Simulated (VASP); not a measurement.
Input of a VASP 6.6.1 run:

File INCAR:

```
  PREC = Accurate
  ENCUT = 520
  EDIFF = 1E-6
  ISMEAR = 0
  SIGMA = 0.1
  LREAL = False
  LASPH = True
  NELM = 150
  ALGO = Normal
  ISIF = 2
  LWAVE = False
  LCHARG = False
  ISPIN = 2
  MAGMOM = 0 1 0 0 0
  LORBIT = 11
  LMAXMIX = 4
  GGA = PE
  NBANDS = 32
```

KPOINTS

```
regular mesh
0
Gamma
  6 6 6
```

The input POSCAR:

```
SrTiO3
1.0
    2.4696084100      1.4258290800      3.3543396500
   -2.4696084100      1.4258290800      3.3543396500
    0.0000000000     -2.8516581700      3.3543396500
Sr Ti O
1 1 3
Direct
    0.5000000000      0.5000000000      0.5000000000
    0.0000000000      0.0000000000      0.0000000000
    0.0000000000      0.0000000000      0.5000000000
    0.5000000000      0.0000000000      0.0000000000
    0.0000000000      0.5000000000      0.0000000000
```

Potentials or basis: VASP PAW PBE potentials, release 64 (Sr_sv, Ti_sv, O).

The run is started by

```bash
$ cat potpaw_PBE.64/Sr_sv/POTCAR potpaw_PBE.64/Ti_sv/POTCAR potpaw_PBE.64/O/POTCAR > POTCAR
$ mpirun -np 1 vasp_std > vasp.out
```

Task: Predict the band gap on the k mesh.

Result: Zero (filled and empty bands overlap).

Task: Predict the pressure.

Result: -5.7 GPa.

Stress tensor (GPa, compression positive):
```
 18.68   0.00   0.00
  0.00  18.68   0.00
  0.00   0.00 -54.46
```

Caveat: semilocal functionals often make such compounds metallic where correlation or magnetic order opens a gap, which also shifts bond lengths.
